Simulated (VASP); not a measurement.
# MnO2 (P-3m1) in VASP: notebook, part 2 of 2

VASP 6.6.1. The steps go on from the part before.

**4. Single point, PBE+U, collinear spin, ferromagnetic start**

This run uses another cell than the first one, of 9.97 Å³/atom.

INCAR

```
SYSTEM = MnO2
PREC = Accurate
ENCUT = 520
EDIFF = 1E-7
ISMEAR = 0
SIGMA = 0.02
LREAL = .False.
LASPH = .True.
NELM = 150
ALGO = Normal
ISIF = 2
LWAVE = .False.
LCHARG = .False.
ISPIN = 2
MAGMOM = 4 0 0
LORBIT = 11
LMAXMIX = 4
LDAU = .True.
LDAUTYPE = 2
LDAUL = 2 -1
LDAUU = 3.9 0
LDAUJ = 0 0
LDAUPRINT = 1
GGA = PE
NBANDS = 24
```

KPOINTS

```
Automatic mesh
0
Gamma
  12 12 6
  0 0 0
```

POSCAR

```
MnO2
1.0
    2.7782760195      0.0000000000      0.0000000000
   -1.3891380098      2.4060576116      0.0000000000
    0.0000000000      0.0000000000      4.4752449949
Mn O
1 2
Direct
    0.0000000000      0.0000000000      0.5000000000
    0.6666666667      0.3333333333      0.2937074300
    0.3333333333      0.6666666667      0.7062925700
```

Started as:

```bash
$ cat potpaw_PBE.64/Mn_pv/POTCAR potpaw_PBE.64/O/POTCAR > POTCAR
$ mpirun -np 1 vasp_std > vasp.out
```

Wall time 2.1 min (1 thread of Intel Xeon Platinum 8259CL at 2.50GHz (Skylake/Cascade Lake), shared host); peak memory 0.24 GiB.

The run converged. Its results:

| Quantity | Value |
| --- | --- |
| Free energy | -20.8315 eV |
| Pressure | 31.9 GPa |
| Largest force | 1.923 eV/Å |
| Band gap on the k mesh | 2.34 eV (least direct gap 2.55 eV) |
| Net moment | 3.00 μB per cell |
| Site moments | Mn +3.02; O -0.03 μB |
| Valence electrons inside the program's atomic spheres | Mn 11.94; O 5.07 |

Forces on the atoms (eV/Å):
```
Mn   0.000  0.000  0.000
O    0.000  0.000 -1.923
O    0.000  0.000  1.923
```

Stress tensor (GPa, compression positive):
```
36.51  0.00  0.00
 0.00 36.51  0.00
 0.00  0.00 22.60
```

Levels at points of the mesh, in eV from the valence-band top:
Spin up:
```tsv
k point	band 10	band 11	band 12	band 13	band 14	band 15	band 16	band 17	band 18	band 19
(0.00, 0.00, 0.00)	-3.56	-0.77	-0.75	-0.75	-0.53	3.75	3.75	8.44	11.51	16.42
(0.50, 0.00, 0.00)	-3.09	-2.56	-2.45	-1.93	-1.23	2.95	3.66	12.93	13.89	15.27
(0.00, 0.00, 0.50)	-3.56	-2.04	-0.80	-0.80	-0.16	3.81	3.81	10.50	11.02	14.46
(0.50, 0.00, 0.50)	-3.09	-2.50	-2.34	-1.55	-1.18	3.00	3.55	11.95	14.31	15.25
```
Spin down:
```csv
k point,band 8,band 9,band 10,band 11,band 12,band 13,band 14,band 15
"(0.00, 0.00, 0.00)",-4.73,-0.81,-0.81,-0.50,2.67,2.67,4.36,5.53
"(0.50, 0.00, 0.00)",-3.82,-2.63,-2.42,-1.86,2.82,3.50,3.87,5.07
"(0.00, 0.00, 0.50)",-4.01,-2.02,-0.86,-0.86,2.66,2.66,4.48,5.59
"(0.50, 0.00, 0.50)",-3.90,-2.48,-2.30,-1.11,2.83,3.48,3.87,5.04
```

Eigenvalues of the final occupation matrices:
```tsv
site	spin	trace	eigenvalues
site 1 d	1	3.98	0.54 0.54 0.97 0.97 0.97
site 1 d	2	1.03	0.10 0.10 0.10 0.37 0.37
```

Caveat: the stress differs along the axes, from 23 to 37 GPa; a cell with one magnetic atom can't hold antiferromagnetic order, which such compounds often take; forces of over 1 eV/Å act on the atoms, so gaps and moduli don't describe the material at rest. A k mesh can miss the band edges.

**5. Single point, PBE+U, collinear spin, ferromagnetic start**

This run uses another cell than the first one, of 10.41 Å³/atom.

INCAR

```
SYSTEM = MnO2
ALGO = Normal
EDIFF = 1E-6
ENCUT = 520
GGA = PE
ISIF = 2
ISMEAR = 0
ISPIN = 2
LASPH = .TRUE.
LCHARG = .TRUE.
LDAU = .TRUE.
LDAUJ = 0 0
LDAUL = 2 -1
LDAUPRINT = 1
LDAUTYPE = 2
LDAUU = 3.9 0
LELF = .TRUE.
LMAXMIX = 4
LORBIT = 11
LREAL = .FALSE.
LVHAR = .TRUE.
LWAVE = .FALSE.
MAGMOM = 4 0 0
NBANDS = 24
NELM = 150
PREC = Accurate
SIGMA = 0.02
```

KPOINTS

```
k-points
0
G
  12 12 6
  0 0 0
```

POSCAR

```
MnO2
1.0
    2.8179710400      0.0000000000      0.0000000000
   -1.4089855200      2.4404345077      0.0000000000
    0.0000000000      0.0000000000      4.5391857050
Mn O
1 2
Direct
    0.0000000000      0.0000000000      0.5000000000
    0.6666666667      0.3333333333      0.2937074300
    0.3333333333      0.6666666667      0.7062925700
```

Started as:

```bash
$ cat potpaw_PBE.64/Mn_pv/POTCAR potpaw_PBE.64/O/POTCAR > POTCAR
$ mpirun -np 1 vasp_std > vasp.out
```

It took 1.9 min on 1 thread of Intel Xeon Platinum 8259CL at 2.50GHz (Skylake/Cascade Lake), shared host; peak memory 0.24 GiB.

It converged, with:

```
Free energy                                           : -21.0434 eV
Pressure                                              : 20.2 GPa
Largest force                                         : 1.188 eV/Å
Band gap on the k mesh                                : 2.20 eV (least direct gap 2.32 eV)
Net moment                                            : 3.00 μB per cell
Site moments                                          : Mn +3.08; O -0.06 μB
Valence electrons inside the program's atomic spheres : Mn 11.82; O 5.04
```

Forces in eV/Å, atoms in the order of the input:
```
Mn   0.000  0.000  0.000
O    0.000  0.000 -1.188
O    0.000  0.000  1.188
```

Stress tensor (GPa, compression positive):
```
23.16  0.00  0.00
 0.00 23.16  0.00
 0.00  0.00 14.24
```

Levels at points of the mesh, in eV from the valence-band top:
Spin up:
```tsv
k point	band 11	band 12	band 13	band 14	band 15	band 16	band 17	band 18
(0.00, 0.00, 0.00)	-0.77	-0.61	-0.61	-0.36	3.58	3.58	8.18	11.33
(0.50, 0.00, 0.00)	-2.52	-2.25	-1.70	-1.24	2.78	3.49	12.73	13.74
(0.00, 0.00, 0.50)	-1.77	-0.66	-0.66	-0.20	3.64	3.64	10.29	10.60
(0.50, 0.00, 0.50)	-2.44	-2.14	-1.53	-1.01	2.82	3.38	11.86	14.04
```
Spin down:
| k point | band 8 | band 9 | band 10 | band 11 | band 12 | band 13 | band 14 | band 15 |
| --- | --- | --- | --- | --- | --- | --- | --- | --- |
| (0.00, 0.00, 0.00) | -4.37 | -0.72 | -0.72 | -0.39 | 2.82 | 2.82 | 4.38 | 5.42 |
| (0.50, 0.00, 0.00) | -3.52 | -2.39 | -2.26 | -1.69 | 2.93 | 3.59 | 3.92 | 4.96 |
| (0.00, 0.00, 0.50) | -3.75 | -1.81 | -0.77 | -0.77 | 2.81 | 2.81 | 4.46 | 5.47 |
| (0.50, 0.00, 0.50) | -3.59 | -2.26 | -2.16 | -0.99 | 2.95 | 3.57 | 3.92 | 4.93 |

Eigenvalues of the final occupation matrices:
| site | spin | trace | eigenvalues |
| --- | --- | --- | --- |
| site 1 d | 1 | 3.98 | 0.54 0.54 0.97 0.97 0.97 |
| site 1 d | 2 | 0.98 | 0.09 0.09 0.09 0.35 0.35 |

Caveat: the stress differs along the axes, from 14 to 23 GPa; a cell with one magnetic atom can't hold antiferromagnetic order, which such compounds often take; forces of over 1 eV/Å act on the atoms, so gaps and moduli don't describe the material at rest. The state reached can hang on the start; a lower one may exist.

**6. Single point, PBE+U, collinear spin, ferromagnetic start**

This run uses another cell than the first one, of 10.84 Å³/atom.

INCAR

```
  PREC = Accurate
  ENCUT = 520
  EDIFF = 1E-6
  ISMEAR = 0
  SIGMA = 0.02
  LREAL = F
  LASPH = T
  NELM = 150
  ALGO = Normal
  ISIF = 2
  LWAVE = F
  LCHARG = F
  ISPIN = 2
  MAGMOM = 4 0 0
  LORBIT = 11
  LMAXMIX = 4
  LDAU = T
  LDAUTYPE = 2
  LDAUL = 2 -1
  LDAUU = 3.9 0
  LDAUJ = 0 0
  LDAUPRINT = 1
  GGA = PE
  NBANDS = 24
```

KPOINTS

```
Automatic mesh
0
Gamma
  12 12 6
```

POSCAR

```
MnO2
1.0
    2.8565781804      0.0000000000      0.0000000000
   -1.4282890902      2.4738692722      0.0000000000
    0.0000000000      0.0000000000      4.6013740589
Mn O
1 2
Direct
    0.0000000000      0.0000000000      0.5000000000
    0.6666666667      0.3333333333      0.2937074300
    0.3333333333      0.6666666667      0.7062925700
```

Potentials or basis: VASP PAW PBE potentials, release 64 (Mn_pv, O).

Started as:

```bash
$ cat potpaw_PBE.64/Mn_pv/POTCAR potpaw_PBE.64/O/POTCAR > POTCAR
$ mpirun -np 1 vasp_std > vasp.out
```

It took 1.8 min on 1 thread of Intel Xeon Platinum 8259CL at 2.50GHz (Skylake/Cascade Lake), shared host; peak memory 0.24 GiB.

The run converged. Its results:

* Free energy: -21.1700 eV
* Pressure: 10.8 GPa
* Largest force: 0.566 eV/Å
* Band gap on the k mesh: 1.96 eV (least direct gap 2.08 eV)
* Net moment: 3.00 μB per cell
* Site moments: Mn +3.14; O -0.08 μB
* Valence electrons inside the program's atomic spheres: Mn 11.72; O 5.01

Forces in eV/Å, atoms in the order of the input:
```
Mn   0.000  0.000  0.000
O    0.000  0.000 -0.566
O    0.000  0.000  0.566
```

Stress tensor (GPa, compression positive):
```
12.47  0.00  0.00
 0.00 12.47  0.00
 0.00  0.00  7.52
```

Levels at points of the mesh, in eV from the valence-band top:
Spin up:
```
           k point  band 10  band 11  band 12  band 13  band 14  band 15  band 16  band 17  band 18  band 19
(0.00, 0.00, 0.00)    -3.52    -0.87    -0.59    -0.59    -0.30     3.32     3.32     7.82    11.06    15.56
(0.50, 0.00, 0.00)    -3.12    -2.58    -2.17    -1.60    -1.35     2.52     3.22    12.42    13.47    14.73
(0.00, 0.00, 0.50)    -3.52    -1.63    -0.63    -0.63    -0.33     3.37     3.37     9.98    10.10    14.25
(0.50, 0.00, 0.50)    -3.12    -2.49    -2.07    -1.62    -0.96     2.55     3.13    11.66    13.67    14.69
```
Spin down:
```
           k point  band 7  band 8  band 9  band 10  band 11  band 12  band 13  band 14  band 15  band 16
(0.00, 0.00, 0.00)   -4.15   -4.15   -0.74    -0.74    -0.39     2.86     2.86     4.29     5.23     5.23
(0.50, 0.00, 0.00)   -3.67   -3.34   -2.28    -2.22    -1.64     2.93     3.57     3.88     4.77     5.30
(0.00, 0.00, 0.50)   -4.13   -3.63   -1.72    -0.78    -0.78     2.86     2.86     4.36     5.27     5.27
(0.50, 0.00, 0.50)   -4.06   -3.41   -2.16    -2.12    -1.00     2.96     3.55     3.88     4.74     5.25
```

Eigenvalues of the final occupation matrices:
```tsv
site	spin	trace	eigenvalues
site 1 d	1	3.99	0.55 0.55 0.96 0.97 0.97
site 1 d	2	0.92	0.08 0.09 0.09 0.33 0.33
```

Caveat: the cell stands under pressure; a cell with one magnetic atom can't hold antiferromagnetic order, which such compounds often take. The state reached can hang on the start; a lower one may exist.

**7. Overview**

| cell | gap on the mesh (eV) | pressure (GPa) | moment (μB) | largest force (eV/Å) |
| --- | --- | --- | --- | --- |
| a = 2.652, b = 2.652, c = 4.272 Å, angles 90.0, 90.0, 120.0°, 3 atoms | 2.05 | 87.2 | 3.00 | 5.06 |
| a = 2.717, b = 2.717, c = 4.376 Å, angles 90.0, 90.0, 120.0°, 3 atoms | 2.39 | 55.0 | 3.00 | 3.29 |
| a = 2.778, b = 2.778, c = 4.475 Å, angles 90.0, 90.0, 120.0°, 3 atoms | 2.34 | 31.9 | 3.00 | 1.92 |
| a = 2.818, b = 2.818, c = 4.539 Å, angles 90.0, 90.0, 120.0°, 3 atoms | 2.20 | 20.2 | 3.00 | 1.19 |
| a = 2.857, b = 2.857, c = 4.601 Å, angles 90.0, 90.0, 120.0°, 3 atoms | 1.96 | 10.8 | 3.00 | 0.57 |

Alike in all rows: task single point; level PBE+U; potentials or basis VASP PAW PBE potentials, release 64 (Mn_pv, O); spin collinear, ferromagnetic start; Mn d U = 3.9 eV; k mesh 12 × 12 × 6; cutoff (eV) 520; smearing gaussian 0.02 eV.

Caveats: a cell with one magnetic atom can't hold antiferromagnetic order, which such compounds often take; forces of over 1 eV/Å act on the atoms, so gaps and moduli don't describe the material at rest (at least some runs); the stress differs along the axes, from 62 to 100 GPa (at least some runs); the stress differs along the axes, from 39 to 63 GPa (at least some runs); the stress differs along the axes, from 23 to 37 GPa (at least some runs); the stress differs along the axes, from 14 to 23 GPa (at least some runs); the cell stands under pressure (at least some runs).

Total energies depend on the potentials used, so only differences within one code and one set of settings carry meaning.
